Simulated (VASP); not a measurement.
# Pt (P6_3/mmc) in VASP: a series of runs, part 2 of 2

VASP 6.6.1. The steps go on from the part before.

### 4 Single point, PBEsol

This run uses another cell than the first one, of 15.64 Å³/atom.

INCAR

```
SYSTEM = Pt
  PREC = Accurate
  ENCUT = 520
  EDIFF = 1E-7
  ISMEAR = 0
  SIGMA = 0.15
  LREAL = .False.
  LASPH = .True.
  NELM = 60
  ALGO = Normal
  ISIF = 2
  LWAVE = .False.
  LCHARG = .True.
  GGA = PS
  LELF = .True.
  LVHAR = .True.
  NBANDS = 17
```

KPOINTS

```
regular mesh
0
Gamma
  18 18 10
  0 0 0
```

POSCAR

```
Pt
1.0
    2.7251897179      0.0000000000      0.0000000000
   -1.3625948590      2.3600835258      0.0000000000
    0.0000000000      0.0000000000      4.8638000000
Pt
2
Direct
    0.6666666667      0.3333333333      0.7500000000
    0.3333333333      0.6666666667      0.2500000000
```

Potentials or basis: VASP PAW PBE potentials, release 64 (Pt).

Launch:

```sh
cat potpaw_PBE.64/Pt/POTCAR > POTCAR
mpirun -np 1 vasp_std > vasp.out
```

OUTCAR:

```text
SYSTEM = Pt
   PREC = Accurate
   ENCUT = 520
   EDIFF = 1E-7
   ISMEAR = 0
   LREAL = .False.
   LASPH = .True.
   NELM = 60
   ISIF = 2
   GGA = PS

 ion  position               nearest neighbor table
   1  0.667  0.333  0.750-   2 2.90   2 2.90   2 2.90   2 2.90   2 2.90   2 2.90
   2  0.333  0.667  0.250-   1 2.90   1 2.90   1 2.90   1 2.90   1 2.90   1 2.90

  LATTYP: Found a hexagonal cell.
 ALAT       =     2.7251897179
 C/A-ratio  =     1.7847564770

  Lattice vectors:

 A1 = (   2.7251897179,   0.0000000000,   0.0000000000)
 A2 = (  -1.3625948590,   2.3600835258,   0.0000000000)
 A3 = (   0.0000000000,   0.0000000000,   4.8638000000)

Analysis of symmetry for initial positions (statically):
=====================================================================
 Subroutine PRICEL returns:
 Original cell was already a primitive cell.

 Routine SETGRP: Setting up the symmetry group for a
 hexagonal supercell.

 Subroutine GETGRP returns: Found 24 space group operations
 (whereof 12 operations were pure point group operations)
 out of a pool of 24 trial point group operations.

The static configuration has the point symmetry D_3d.
 The point group associated with its full space group is D_6h.

Analysis of symmetry for dynamics (positions and initial velocities):
=====================================================================
 Subroutine PRICEL returns:
 Original cell was already a primitive cell.

 Routine SETGRP: Setting up the symmetry group for a
 hexagonal supercell.

 Subroutine GETGRP returns: Found 24 space group operations
 (whereof 12 operations were pure point group operations)
 out of a pool of 24 trial point group operations.

The dynamic configuration has the point symmetry D_3d.
 The point group associated with its full space group is D_6h.

 Subroutine INISYM returns: Found 24 space group operations
 (whereof 12 operations are pure point group operations),
 and found     1 'primitive' translations

----------------------------------------------------------------------------------------

                                     Primitive cell

  volume of cell :      31.2824

  direct lattice vectors                    reciprocal lattice vectors
     2.725189718  0.000000000  0.000000000     0.366946930  0.211856909  0.000000000
    -1.362594859  2.360083526  0.000000000     0.000000000  0.423713817  0.000000000
     0.000000000  0.000000000  4.863800000     0.000000000  0.000000000  0.205600559

  length of vectors
     2.725189718  2.725189718  4.863800000     0.423713817  0.423713817  0.205600559

  position of ions in fractional coordinates (direct lattice)
     0.666666667  0.333333333  0.750000000
     0.333333333  0.666666667  0.250000000

  ion indices of the primitive-cell ions
   primitive index   ion index
                 1           1
                 2           2

----------------------------------------------------------------------------------------

 KPOINTS: regular mesh

Automatic generation of k-mesh.
 Grid dimensions read from file:
 generate k-points for:   18   18   10

 Generating k-lattice:

  Cartesian coordinates                     Fractional coordinates (reciprocal lattice)
     0.020385941  0.011769828  0.000000000     0.055555556  0.000000000  0.000000000
     0.000000000  0.023539657  0.000000000     0.000000000  0.055555556  0.000000000
     0.000000000  0.000000000  0.020560056     0.000000000  0.000000000  0.100000000

  Length of vectors
     0.023539657  0.023539657  0.020560056

  Shift w.r.t. Gamma in fractional coordinates (k-lattice)
     0.000000000  0.000000000  0.000000000

 Subroutine IBZKPT returns following result:
 ===========================================

 Found    222 irreducible k-points:

 Following reciprocal coordinates:
            Coordinates               Weight
  0.000000  0.000000  0.000000      1.000000
  0.055556  0.000000  0.000000      6.000000
  0.111111  0.000000  0.000000      6.000000
  0.166667  0.000000  0.000000      6.000000
  0.222222  0.000000  0.000000      6.000000
  0.277778  0.000000  0.000000      6.000000
[... 16 lines left out ...]
  0.333333  0.111111  0.000000     12.000000
  0.388889  0.111111  0.000000     12.000000
 [... further k-points ...]
   k-points           NKPTS =    222   k-points in BZ     NKDIM =    222   number of bands    NBANDS=     17
   number of dos      NEDOS =    301   number of ions     NIONS =      2
   total plane-waves  NPLWV =  14400
   dimension x,y,z NGX =    20 NGY =   20 NGZ =   36
   dimension x,y,z NGXF=    40 NGYF=   40 NGZF=   72
   ions per type =               2
   NGX,Y,Z   is equivalent  to a cutoff of  12.20, 12.20, 12.30 a.u.
   NGXF,Y,Z  is equivalent  to a cutoff of  24.40, 24.40, 24.61 a.u.
 SYSTEM =  Pt
   PREC   = accura    normal or accurate (medium, high low for compatibility)
   ISTART =      0    job   : 0-new  1-cont  2-samecut
   ICHARG =      2    charge: 1-file 2-atom 10-const
   ISPIN  =      1    spin polarized calculation?
   LNONCOLLINEAR =      F non collinear calculations
   LSORBIT =      F    spin-orbit coupling
   LASPH  =      T    aspherical Exc in radial PAW
   ENCUT  =  520.0 eV  38.22 Ry    6.18 a.u.   5.07  5.07  9.04*2*pi/ulx,y,z
   NELM   =     60;   NELMIN=  2; NELMDL= -5     # of ELM steps
   EDIFF  = 0.1E-06   stopping-criterion for ELM
   LREAL  =      F    real-space projection
   EDIFFG = 0.1E-05   stopping-criterion for IOM
   NSW    =      0    number of steps for IOM
   IBRION =     -1    ionic relax: 0-MD 1-quasi-New 2-CG
   NFREE  =      0    steps in history (QN), initial steepest desc. (CG)
   ISIF   =      2    stress and relaxation
   ISYM   =      2    0-nonsym 1-usesym 2-fastsym
   POTIM  = 0.5000    time-step for ionic-motion
   TEBEG  =    0.0;   TEEND  =   0.0 temperature during run
   PSTRESS=    0.0 pullay stress
   NELECT =      20.0000    total number of electrons
   NUPDOWN=      -1.0000    fix difference up-down
   EMIN   =  10.00;   EMAX   =-10.00  energy-range for DOS
   EFERMI =   0.00;   METHOD = LEGACY
   ISMEAR =     0;   SIGMA  =   0.15  broadening in eV -4-tet -1-fermi 0-gaus
   EFERMI_NEDOS =   21; number of points for ismear=-14 and -15
   IALGO  =     38    algorithm
   IMIX   =      4    mixing-type and parameters
     AMIX     =   0.40;   BMIX     =  1.00
     AMIX_MAG =   1.60;   BMIX_MAG =  1.00
  volume/ion in A,a.u.               =      15.64       105.55
  Fermi-wavevector in a.u.,A,eV,Ry     =   1.410322  2.665122 27.062091  1.989008
  Thomas-Fermi vector in A             =   2.532287
   LORBIT       =      0    0 simple, 1 ext, 2 COOP (PROOUT), +10 PAW based schemes
   GGA     = PS    functional components
   LHFCALC =     F    Hartree Fock is set to
   AEXX    =    0.0000 exact exchange contribution
   IVDW    =     0    specifies the selected vdW correction
   LEPSILON=     F    determine dielectric tensor
   LRPA    =     F    only Hartree local field effects (RPA)
 non-spin polarized calculation
 Gauss-broadening in eV      SIGMA  =   0.15
  energy-cutoff  :      520.00
  volume of cell :       31.28
 maximum number of plane-waves:       859
   NGX = 11   NGY = 11   NGZ = 19

 number of electron      19.9999997 magnetization

 Free energy of the ion-electron system (eV)
  ---------------------------------------------------
  ext. energy  EPLUGINS =         0.00000000
  ---------------------------------------------------
  free energy    TOTEN  =       -13.77994544 eV

  energy without entropy =      -13.74212383  energy(sigma->0) =      -13.76103464

 E-fermi :  10.3657     XC(G=0): -13.4037

 val. band max:       10.3630738622   @ k =   0.2778   0.1667   0.5000
 cond. band min:      10.3672548050   @ k =   0.2778   0.1111   0.4000
 fundamental gap:      0.0041809428
 Fermi energy:        10.3657486105

 k-point     1 :       0.0000    0.0000    0.0000
  band No.  band energies     occupation
      1       0.5073      2.00000
      2       3.0681      2.00000
      3       6.1739      2.00000
      4       6.8692      2.00000
      5       6.8692      2.00000
      6       7.1985      2.00000
[... 9 lines left out ...]
     16      27.6053      0.00000
     17      31.9402      0.00000
[... 441 lines left out ...]
 k-point    24 :       0.3889    0.1111    0.0000
  band No.  band energies     occupation
      1       4.1393      2.00000
      2       4.2413      2.00000
      3       4.7560      2.00000
      4       6.8491      2.00000
      5       7.0834      2.00000
      6       7.2748      2.00000
[... 9 lines left out ...]
     16      22.7988      0.00000
     17      24.1362      0.00000

 [... further k-points ...]

------------------------ aborting loop because EDIFF is reached ----------------------------------------

  FORCE on cell =-STRESS in cart. coord.  units (eV):
  Direction    XX          YY          ZZ          XY          YZ          ZX
  --------------------------------------------------------------------------------------
  -------------------------------------------------------------------------------------
  Total       -1.1174266     -1.1174266     -2.3070849      0.0000000      0.0000000      0.0000000
  in kB      -57.2307946    -57.2307946   -118.1610475      0.0000000      0.0000000      0.0000000
  external PRESSURE =     -77.5408789 kB  Pullay stress =       0.0000000 kB

 VOLUME and BASIS-vectors are now :
 -----------------------------------------------------------------------------
  energy-cutoff  :      520.00
  volume of cell :       31.28
      direct lattice vectors                 reciprocal lattice vectors
     2.725189718  0.000000000  0.000000000     0.366946930  0.211856909  0.000000000
    -1.362594859  2.360083526  0.000000000     0.000000000  0.423713817  0.000000000
     0.000000000  0.000000000  4.863800000     0.000000000  0.000000000  0.205600559

 POSITION                                       TOTAL-FORCE (eV/Angst)
 -----------------------------------------------------------------------------------
      1.36259      0.78669      3.64785        -0.000000      0.000000      0.000000
     -0.00000      1.57339      1.21595         0.000000     -0.000000      0.000000
 -----------------------------------------------------------------------------------
    total drift:                                0.000000     -0.000000      0.000000

  FREE ENERGIE OF THE ION-ELECTRON SYSTEM (eV)
  ---------------------------------------------------
  free  energy   TOTEN  =       -13.7799454422 eV

  energy  without entropy=      -13.7421238298  energy(sigma->0) =      -13.76103464
```

OSZICAR:

```text
N       E                     dE             d eps       ncg     rms          rms(c)
DAV:   1     0.995282616251E+02    0.99528E+02   -0.10441E+04  7556   0.113E+03
DAV:   2    -0.128356919163E+02   -0.11236E+03   -0.10678E+03  8172   0.244E+02
DAV:   3    -0.146959447121E+02   -0.18603E+01   -0.18357E+01  9262   0.311E+01
DAV:   4    -0.147052492349E+02   -0.93045E-02   -0.93023E-02  9070   0.230E+00
DAV:   5    -0.147053411914E+02   -0.91956E-04   -0.91955E-04  9390   0.238E-01    0.171E+01
DAV:   6    -0.138683345004E+02    0.83701E+00   -0.13302E+00  7901   0.102E+01    0.873E+00
DAV:   7    -0.137884969054E+02    0.79838E-01   -0.21534E-01  9097   0.404E+00    0.306E+00
DAV:   8    -0.137804991055E+02    0.79978E-02   -0.23209E-02  8179   0.126E+00    0.904E-01
DAV:   9    -0.137799389897E+02    0.56012E-03   -0.55644E-04  8560   0.202E-01    0.871E-02
DAV:  10    -0.137799437289E+02   -0.47392E-05   -0.11108E-05  9405   0.228E-02    0.699E-03
DAV:  11    -0.137799453418E+02   -0.16129E-05   -0.67346E-07  9060   0.633E-03    0.553E-03
DAV:  12    -0.137799454506E+02   -0.10881E-06   -0.56150E-08  4695   0.212E-03    0.292E-04
DAV:  13    -0.137799454422E+02    0.83651E-08   -0.25740E-09  4111   0.371E-04
   1 F= -.13779945E+02 E0= -.13761035E+02  d E =-.378216E-01
```

Run time: 43 s. Hardware: 1 thread of Intel Xeon 6975P-C (Granite Rapids), shared host; peak memory 0.21 GiB.

Results:

| Property | Result |
| --- | --- |
| Free energy | -13.7799 eV |
| Pressure | -7.8 GPa |
| Band gap on the k mesh | zero (bands 10 and 11 overlap by 1.35 eV) |

Stress tensor (GPa, compression positive):
```
 -5.72   0.00   0.00
  0.00  -5.72   0.00
  0.00   0.00 -11.82
```

Caveat: the stress differs along the axes, from -12 to -6 GPa; the PAW data sets were made with another functional, which shifts forces and pressure a little; spin-orbit coupling is left out, which moves the levels of the heavy elements.

### 5 Single point, PBEsol

This run uses another cell than the first one, of 15.75 Å³/atom.

INCAR

```
ALGO = Fast
EDIFF = 1E-7
ENCUT = 520
GGA = PS
ISIF = 2
ISMEAR = 0
LASPH = T
LCHARG = F
LREAL = F
LWAVE = F
NBANDS = 17
NELM = 80
PREC = Accurate
SIGMA = 0.15
```

KPOINTS

```
k-points
0
Gamma
  18 18 10
```

POSCAR

```
Pt
1.0
    2.8524000000      0.0000000000      0.0000000000
   -1.4262000000      2.4702508617      0.0000000000
    0.0000000000      0.0000000000      4.4716000000
Pt
2
Direct
    0.6666666667      0.3333333333      0.7500000000
    0.3333333333      0.6666666667      0.2500000000
```

Launch:

```sh
cat potpaw_PBE.64/Pt/POTCAR > POTCAR
mpirun -np 1 vasp_std > vasp.out
```

Wall time 60 s (1 thread of Intel Xeon 6975P-C (Granite Rapids), shared host); peak memory 0.22 GiB.

The run converged. Its results:

```yaml
Free_energy: -13.6975 eV
Pressure: -9.8 GPa
Band_gap_on_the_k_mesh: zero (bands 10 and 11 overlap by 1.17 eV)
```

Stress tensor (GPa, compression positive):
```
-12.85   0.00   0.00
  0.00 -12.85   0.00
  0.00   0.00  -3.56
```

Levels at points of the mesh, in eV from the Fermi level:
```
           k point  band 7  band 8  band 9  band 10  band 11  band 12  band 13  band 14
(0.00, 0.00, 0.00)   -2.87   -2.54   -2.54    -0.31    -0.31    -0.03     5.94    14.55
(0.50, 0.00, 0.00)   -2.59   -0.18    0.18     0.29     1.96     3.22     7.68     9.53
(0.00, 0.00, 0.50)   -3.59   -3.59   -0.88    -0.88    -0.88    -0.88    13.72    13.72
(0.50, 0.00, 0.50)   -0.96   -0.96    0.05     0.05     1.58     1.58     6.10     6.10
```

Caveat: the stress differs along the axes, from -13 to -4 GPa; the PAW data sets were made with another functional, which shifts forces and pressure a little; spin-orbit coupling is left out, which moves the levels of the heavy elements.

### 6 Single point, PBEsol

This run uses another cell than the first one, of 15.85 Å³/atom.

INCAR

```
  PREC = Accurate
  ENCUT = 520
  EDIFF = 1E-6
  ISMEAR = 0
  SIGMA = 0.15
  LREAL = F
  LASPH = T
  NELM = 80
  ALGO = Normal
  ISIF = 2
  LWAVE = F
  LCHARG = F
  GGA = PS
  NBANDS = 17
```

KPOINTS

```
regular mesh
0
Gamma
  18 18 10
```

POSCAR

```
Pt
1.0
    2.7888000000      0.0000000000      0.0000000000
   -1.3944000000      2.4151716461      0.0000000000
    0.0000000000      0.0000000000      4.7069219539
Pt
2
Direct
    0.6666666667      0.3333333333      0.7500000000
    0.3333333333      0.6666666667      0.2500000000
```

Potentials or basis: VASP PAW PBE potentials, release 64 (Pt).

Launch:

```sh
cat potpaw_PBE.64/Pt/POTCAR > POTCAR
mpirun -np 1 vasp_std > vasp.out
```

Run time: 43 s. Hardware: 1 thread of Intel Xeon 6975P-C (Granite Rapids), shared host; peak memory 0.22 GiB.

Results (log left out):

```
Free energy            : -13.7570 eV
Pressure               : -12.1 GPa
Band gap on the k mesh : zero (bands 10 and 11 overlap by 1.22 eV)
```

Stress tensor (GPa, compression positive):
```
-13.47   0.00   0.00
  0.00 -13.47   0.00
  0.00   0.00  -9.25
```

Levels at points of the mesh, in eV from the Fermi level:
| k point | band 7 | band 8 | band 9 | band 10 | band 11 | band 12 | band 13 | band 14 |
| --- | --- | --- | --- | --- | --- | --- | --- | --- |
| (0.00, 0.00, 0.00) | -2.98 | -1.98 | -1.98 | -0.58 | -0.24 | -0.24 | 4.97 | 14.95 |
| (0.50, 0.00, 0.00) | -2.72 | 0.09 | 0.16 | 0.40 | 2.17 | 3.58 | 7.27 | 8.95 |
| (0.00, 0.00, 0.50) | -3.42 | -3.42 | -0.82 | -0.82 | -0.82 | -0.82 | 12.43 | 12.43 |
| (0.50, 0.00, 0.50) | -0.87 | -0.87 | 0.30 | 0.30 | 1.65 | 1.65 | 6.27 | 6.27 |

Caveat: the cell stands under tension; the PAW data sets were made with another functional, which shifts forces and pressure a little; spin-orbit coupling is left out, which moves the levels of the heavy elements.

### 7 Overview

| cell | gap on the mesh (eV) | pressure (GPa) |
| --- | --- | --- |
| a = 2.725, b = 2.725, c = 4.785 Å, angles 90.0, 90.0, 120.0°, 2 atoms | none | -4.3 |
| a = 2.789, b = 2.789, c = 4.628 Å, angles 90.0, 90.0, 120.0°, 2 atoms | none | -8.3 |
| a = 2.725, b = 2.725, c = 4.864 Å, angles 90.0, 90.0, 120.0°, 2 atoms | none | -7.8 |
| a = 2.852, b = 2.852, c = 4.472 Å, angles 90.0, 90.0, 120.0°, 2 atoms | none | -9.8 |
| a = 2.789, b = 2.789, c = 4.707 Å, angles 90.0, 90.0, 120.0°, 2 atoms | none | -12.1 |

Alike in all rows: task single point; level PBEsol; potentials or basis VASP PAW PBE potentials, release 64 (Pt); no spin polarisation; k mesh 18 × 18 × 10; cutoff (eV) 520; smearing gaussian 0.15 eV.

Caveats: the PAW data sets were made with another functional, which shifts forces and pressure a little; spin-orbit coupling is left out, which moves the levels of the heavy elements; the cell stands under tension (at least some runs); the stress differs along the axes, from -10 to -4 GPa (at least some runs); the stress differs along the axes, from -12 to -6 GPa (at least some runs); the stress differs along the axes, from -13 to -4 GPa (at least some runs).

Absolute energies hang on the potentials; compare differences alone.
